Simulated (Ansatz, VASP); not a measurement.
Given: the input of a run of Ansatz 0.2.0 on Fe.

File input.yaml:

```yaml
crystal:
  lattice:
    - [0.0, 1.9545992686, 1.978119483]
    - [1.5083634409, 0.0, 1.978119483]
    - [1.5083634409, 1.9545992686, 0.0]
  atoms:
    - { symbol: Fe, position: [0.0, 0.0, 0.0], spin: 3.0 }
kpoints:
  mp_grid: { grid: [13, 13, 13] }
scf:
  occupations: { method: fermi_dirac, width: 0.05 }
hamiltonian:
  xc: lda
  pseudopotentials: { kind: all_electron, lapw: { basis_error: 0.001 } }
magnetization:
  spin_polarized: true
output:
  forces: true
  stress: true
  eigenvalues: true
```

Potentials or basis: all-electron LAPW, scalar-relativistic.

Launch:

```bash
$ ansatz run input.yaml --threads 2 --pin off --max-ram 6144MiB --backend cpu --events-out ev --progress --plain --runs-dir out
```

Q: Translate it to VASP 6.6.1. Potentials there: VASP PAW LDA potentials, release 64 (Fe).

A: As run (the cutoff follows the program's own potentials):

INCAR

```
SYSTEM = Fe
PREC = Accurate
ENCUT = 520
EDIFF = 1E-6
ISMEAR = -1
SIGMA = 0.05
LREAL = .False.
LASPH = .True.
NELM = 150
ALGO = Normal
ISIF = 2
LWAVE = .False.
LCHARG = .False.
ISPIN = 2
MAGMOM = 3
LORBIT = 11
LMAXMIX = 4
GGA = CA
NBANDS = 14
```

KPOINTS

```
Automatic mesh
0
Gamma
  13 13 13
  0 0 0
```

Contents of POSCAR:

```
Fe
1.0
    0.0000000000      1.9545992686      1.9781194830
    1.5083634409      0.0000000000      1.9781194830
    1.5083634409      1.9545992686      0.0000000000
Fe
1
Direct
    0.0000000000      0.0000000000      0.0000000000
```

Potentials or basis: VASP PAW LDA potentials, release 64 (Fe).

Command:

```sh
$ cat potpaw_LDA.64/Fe/POTCAR > POTCAR
$ mpirun -np 1 vasp_std > vasp.out
```

Both were run:

|  | VASP | Ansatz | Ansatz less VASP |
| --- | --- | --- | --- |
| gap on the k mesh at the Fermi level (eV) | none | none | - |
| pressure (GPa) | -22.2 | -21.5 | +0.69 |
| traceless stress, the component that is largest in VASP (GPa) | -5.23 | -4.87 | +0.367 |
| net moment per atom (μB) | 2.15 | 2.18 | +0.037 |
| size of the moment on the site where the two differ most (μB) | 2.12 | 2.21 | +0.089 |

LDA's correlation is that of Perdew and Zunger in VASP and of Perdew and Wang (1992) in Ansatz. Site moments also hang on the region over which each program counts them. A gap of «none» marks a metal or a gap that the smearing closes. Ansatz ran all-electron here, and VASP with PAW potentials.
